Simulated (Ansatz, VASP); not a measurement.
## LiNbO3 in VASP and in Ansatz

```xyz
10
Lattice="2.6116 1.5078 4.5983 -2.6116 1.5078 4.5983 0.0000 -3.0156 4.5983" Properties=species:S:1:pos:R:3 pbc="T T T"
Li    0.0000    0.0000    3.3837
Li    0.0000    0.0000   10.2811
Nb    0.0000    0.0000   -0.0186
Nb    0.0000    0.0000    6.8788
O    -0.6248   -1.5080    5.7932
O     1.6184    0.2129    5.7932
O    -0.9936    1.2951    5.7932
O     0.6248    1.5076    8.0924
O    -1.6180   -0.2127    8.0924
O     0.9932   -1.2949    8.0924
```

Change from the starting cell: mode 1 (-212.2 1/cm) frozen in, largest displacement +0.065 Å.

Alike in both runs: task single point; functional PBE; k mesh 6 × 6 × 6; occupations gaussian, width 0.05 eV; no spin polarisation.

|  | VASP | Ansatz |
| --- | --- | --- |
| version | VASP 6.6.1 | Ansatz 0.2.0 |
| potentials or method | VASP PAW PBE potentials, release 64 (Li_sv, Nb_sv, O), cutoff 520 eV | scalar-relativistic, plane waves, PAW |
| valence electrons in the cell | 68 | 68 |

```csv
,VASP,Ansatz,Ansatz less VASP
gap on the k mesh at the Fermi level (eV),2.59,2.60,+0.016
least direct gap on the mesh (eV),2.74,2.75,+0.012
rms of the force components (eV/Å),0.083,0.083,+0.0005
```

Atom by atom the forces differ by 0.008 eV/Å (rms over components).

Noted on VASP's run: the cutoff is short for stress, so the pressure is rough.
